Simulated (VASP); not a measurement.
SnTe, 2 atoms in the cell. Symmetry: Immm, No. 71, orthorhombic system. Conventional cell: a = 4.411 Å, b = 4.501 Å, c = 6.302 Å, α = 90.00°, β = 90.00°, γ = 90.00°. Within 4.1 Å of Te (site symmetry mmm) lie 6 Sn at 3.15 Å. Within 4.1 Å of Sn (site symmetry mmm) lie 6 Te at 3.15 Å. 

| Quantity | Value |
| --- | --- |
| Program | VASP 6.6.1 |
| Task | single point |
| Functional | PBEsol |
| Potentials or basis | VASP PAW PBE potentials, release 64 (Te, Sn_d) |
| Cutoff | 520 eV |
| k mesh | 7 × 7 × 7 |
| Occupations | fermi-dirac, width 0.05 eV |
| Spin | no spin polarisation |
| Dipole correction | no |
| Further INCAR settings | ALGO = Normal; EDIFF = 1e-06; NBANDS = 17 |

Potentials or basis: VASP PAW PBE potentials, release 64 (Te, Sn_d).

Launch:

```console
$ cat potpaw_PBE.64/Te/POTCAR potpaw_PBE.64/Sn_d/POTCAR > POTCAR
$ mpirun -np 1 vasp_std > vasp.out
```

Hardware: 1 thread of Intel(R) Xeon(R) 6975P-C (Granite Rapids), on a shared host.

**Question.** Estimate the wall time of this run.

**Answer.** It took 26 s on 1 thread of Intel(R) Xeon(R) 6975P-C (Granite Rapids) (shared host), peak memory 0.24 GiB. Counts: scf iterations 12, k points 64.
